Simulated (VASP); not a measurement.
Set up this calculation in VASP 6.6.1, as the native input.

- Task: single point
- Functional: PBE
- Potentials or basis: VASP PAW PBE potentials, release 64 (Au)
- Cutoff: 520 eV
- k mesh: 9 × 9 × 13
- Occupations: fermi-dirac, width 0.1 eV
- Spin: no spin polarisation
- Dipole correction: no
- Further INCAR settings: ALGO = Normal; EDIFF = 1e-07; NBANDS = 24

The structure of Au lies in POSCAR:

```
Au
1.0
    4.6098401853      0.0000000000      0.0000000000
   -2.3049200927      3.9922387078      0.0000000000
    0.0000000000      0.0000000000      2.7540213733
Au
3
Direct
    1.0000000000      1.0000000000      0.0000000000
    0.3333333333      0.6666666667      0.5000000000
    0.6666666667      0.3333333333      0.5000000000
```

This cell differs from its parent crystal: volume scaled by 0.92.

One way to write it, as run:

INCAR

```
  PREC = Accurate
  ENCUT = 520
  EDIFF = 1E-7
  ISMEAR = -1
  SIGMA = 0.1
  LREAL = F
  LASPH = T
  NELM = 80
  ALGO = Normal
  ISIF = 2
  LWAVE = F
  LCHARG = F
  GGA = PE
  NBANDS = 24
```

KPOINTS

```
regular mesh
0
Gamma
  9 9 13
```

Potentials or basis: VASP PAW PBE potentials, release 64 (Au).

The run is started by

```console
$ cat potpaw_PBE.64/Au/POTCAR > POTCAR
$ mpirun -np 1 vasp_std > vasp.out
```

Results of the run:

```json
{
  "Pressure": "13.7 GPa"
}
```

Run time: 94 s on 1 thread of Intel Xeon 6975P-C (shared host), peak memory 0.22 GiB.
